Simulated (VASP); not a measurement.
Write the native input for VASP 6.6.1 that does the following.

```
Task                   : relaxation of cell and atoms
Functional             : BLYP
Dispersion             : D3(BJ)
Potentials or basis    : VASP PAW PBE potentials, release 64 (Al)
Cutoff                 : 600 eV
k mesh                 : 13 × 13 × 13
Occupations            : fermi-dirac, width 0.15 eV
Spin                   : no spin polarisation
Dipole correction      : no
Further INCAR settings : ALGO = Normal; EDIFF = 1e-06; IBRION = 2; EDIFFG = -0.03; NSW = 100; ISIF = 3
```

The structure of Al lies in POSCAR:

```
Al
1.0
   -1.5912200000      1.5912200000      1.5912200000
    1.5912200000     -1.5912200000      1.5912200000
    1.5912200000      1.5912200000     -1.5912200000
Al
1
Direct
    0.0000000000      0.0000000000      0.0000000000
```

The input as run:

INCAR

```
SYSTEM = Al
PREC = Accurate ; ENCUT = 600
EDIFF = 1E-6 ; ISMEAR = -1
SIGMA = 0.15 ; LREAL = .False.
LASPH = .True. ; NELM = 60
ALGO = Normal ; ISIF = 3
LWAVE = .False. ; LCHARG = .False.
GGA = B5 ; ALDAX = 1.0
AGGAX = 1.0 ; AGGAC = 1.0
ALDAC = 0.0 ; IVDW = 12
VDW_S6 = 1.0 ; VDW_S8 = 2.6996
VDW_A1 = 0.4298 ; VDW_A2 = 4.2359
IBRION = 2 ; NSW = 100
EDIFFG = -0.03
```

KPOINTS

```
Automatic mesh
0
Gamma
  13 13 13
  0 0 0
```

Potentials or basis: VASP PAW PBE potentials, release 64 (Al).

The run is started by

```sh
$ cat potpaw_PBE.64/Al/POTCAR > POTCAR
$ mpirun -np 1 vasp_std > vasp.out
```

Results of the run:

```json
{"Relaxed volume": "15.97 Å³/atom", "Relaxed cell": "a = 2.748 Å, b = 2.748 Å, c = 2.748 Å, α = 109.47°, β = 109.47°, γ = 109.47°", "Space group after relaxing (to 0.05 Å)": "Im-3m (No. 229)", "Energy gained by relaxing": "0.3 meV/atom", "Ionic steps": "2", "Pressure after relaxing": "0.0 GPa", "Dispersion energy per atom": "-0.800 eV"}
```

Caveat: the PAW data sets were made with another functional, which shifts forces and pressure a little; pairwise dispersion overbinds metals, which lowers pressure and volume.

Wall time 15 s on 1 thread of AMD EPYC 7R13, on a shared host, peak memory 0.15 GiB.
